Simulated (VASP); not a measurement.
Crystal: BP.

```
P B
1.0
     0.00000    2.22268    2.22268
     2.22268    0.00000    2.22268
     2.22268    2.22268    0.00000
P B
1 1
Direct
  0.75000 0.75000 0.75000
  0.00000 0.00000 0.00000
```

Base run:

* Program: VASP 6.6.1
* Functional: r2SCAN
* Potentials or basis: VASP PAW PBE potentials, release 64 (P, B)
* Cutoff: 520 eV
* k mesh: 10 × 10 × 10
* Occupations: fermi-dirac, width 0.05 eV
* Spin: no spin polarisation

Its results: band gap on the k mesh 1.36 eV, indirect (least direct gap 3.74 eV); pressure 11.0 GPa.

Question: The run is repeated on the same cell with these changes: functional from r2SCAN to PBEsol. What comes out?

Answer: Band gap on the k mesh 1.05 eV, indirect (least direct gap 3.46 eV); pressure 9.4 GPa.

r2SCAN gives the wider gap, since meta-GGAs in the generalised Kohn-Sham scheme recover part of the derivative discontinuity.

Caveats: the PAW data sets were made with another functional, which shifts forces and pressure a little.

A k mesh can miss the band edges.
